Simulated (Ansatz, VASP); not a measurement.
Two plane-wave programs on Ru

```
Ru
1.0
     4.84458    0.00000    0.00000
     0.00000    4.84458    0.00000
     0.00000    0.00000    4.84458
Ru
8
Direct
  0.50000 0.50000 0.50000
  0.00000 0.00000 0.00000
  0.25000 0.00000 0.50000
  0.50000 0.25000 0.00000
  0.50000 0.75000 0.00000
  0.75000 0.00000 0.50000
  0.00000 0.50000 0.75000
  0.00000 0.50000 0.25000
```

Alike in both runs: functional PBE; k mesh 8 × 8 × 8; occupations gaussian, width 0.1 eV; no spin polarisation.

Ansatz relaxed the structure, and its values are those at the end. VASP's run is a single point on that final structure, the one shown.

```csv
,VASP,Ansatz
version,VASP 6.6.1,Ansatz 0.2.0
potentials or method,"VASP PAW PBE potentials, release 64 (Ru_pv), cutoff 520 eV","scalar-relativistic, plane waves, PAW"
valence electrons in the cell,112,128
```

```csv
,VASP,Ansatz,Ansatz less VASP
gap on the k mesh at the Fermi level (eV),none,none,-
pressure (GPa),0.0,0.0,+0.01
```

A gap of «none» marks a metal or a gap that the smearing closes. VASP's potentials hold 112 valence electrons a cell and Ansatz's 128, so a difference there can come from the potentials and not from the codes.
